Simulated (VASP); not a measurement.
**ZnO: electric field gradients with LDA**

Crystal: ZnO.

```
Zn O
1.0
     3.28189    0.00000    0.00000
    -1.64095    2.84220    0.00000
     0.00000    0.00000    5.20380
Zn O
2 2
Direct
  0.33333 0.66667 0.00000
  0.66667 0.33333 0.50000
  0.33333 0.66667 0.38210
  0.66667 0.33333 0.88210
```

This cell differs from its parent crystal: equal xx and yy strain of +1 %.

- Program: VASP 6.6.1
- Task: electric field gradients
- Functional: LDA
- Potentials or basis: VASP PAW LDA potentials, release 64 (Zn, O)
- Cutoff: 520 eV
- k mesh: 11 × 11 × 6
- Occupations: fermi-dirac, width 0.02 eV
- Spin: no spin polarisation
- Dipole correction: no
- Further INCAR settings: ALGO = Normal; EDIFF = 1e-08; NBANDS = 26

| Item | Value |
| --- | --- |
| Pressure | -8.5 GPa |
| Largest force | 0.028 eV/Å |
| Band gap on the k mesh | 0.72 eV |
| Largest electric field gradient by atom | Zn +2.9; O -4.7 V/Å² |

Forces on the atoms (eV/Å):
```
Zn   0.000  0.000 -0.028
Zn   0.000  0.000 -0.028
O    0.000  0.000  0.028
O    0.000  0.000  0.028
```

Stress tensor (GPa, compression positive):
```
-9.45  0.00  0.00
 0.00 -9.45  0.00
 0.00  0.00 -6.75
```

Levels at points of the mesh, in eV from the valence-band top:
```tsv
k point	band 15	band 16	band 17	band 18	band 19	band 20	band 21	band 22
(0.00, 0.00, 0.00)	-0.80	-0.06	0.00	0.00	0.72	4.97	8.14	12.45
(0.00, 0.00, 0.50)	-0.39	-0.39	-0.39	-0.39	3.36	3.36	9.91	9.91
```

Electric field gradients, principal values (V/Å²):
| atom | least | middle | greatest (by size) |
| --- | --- | --- | --- |
| 1 Zn | -1.450 | -1.454 | 2.904 |
| 2 Zn | -1.450 | -1.454 | 2.904 |
| 3 O | 2.343 | 2.354 | -4.698 |
| 4 O | 2.343 | 2.354 | -4.698 |

Run time: 2.3 min on 1 thread of Intel Xeon 8259CL, on a shared host, peak memory 0.19 GiB.

Caveat: the cell differs from its parent crystal (equal xx and yy strain of +1 %); the cell stands under tension; without QUAD_EFG the Cq values of the log hold for a quadrupole moment of 1 mb, not for the nuclei.
